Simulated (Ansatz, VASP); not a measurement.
# Sb in VASP and in Ansatz

```
CELL_PARAMETERS angstrom
0.17336 2.38853 2.49587
2.41731 0.06469 2.60454
2.32045 2.40035 0.16154
ATOMIC_POSITIONS crystal
Sb 0.00000 0.00000 0.00000
```

Change from the starting cell: cell sheared at random, sigma 0.03, atoms nudged by 0.01 Å.

Alike in both runs: task single point; functional PBE0; k mesh 4 × 4 × 4; occupations fermi-dirac, width 0.05 eV; non-collinear spin, spin-orbit coupling.

|  | VASP | Ansatz |
| --- | --- | --- |
| version | VASP 6.6.1 | Ansatz 0.2.0 |
| potentials or method | VASP PAW PBE potentials, release 64 (Sb) | Ansatz PAW |
| plane-wave cutoff (eV) | 520 | 420 |
| valence electrons in the cell | 5 | 15 |

```tsv
	VASP	Ansatz	Ansatz less VASP
pressure (GPa)	-3.6	-2.2	+1.35
traceless stress, the component that is largest in VASP (GPa)	-4.14	-4.21	-0.078
```

VASP's potentials hold 5 valence electrons a cell and Ansatz's 15, so a difference there can come from the potentials and not from the codes.

The k mesh is coarse, so the values compare programs but aren't converged.
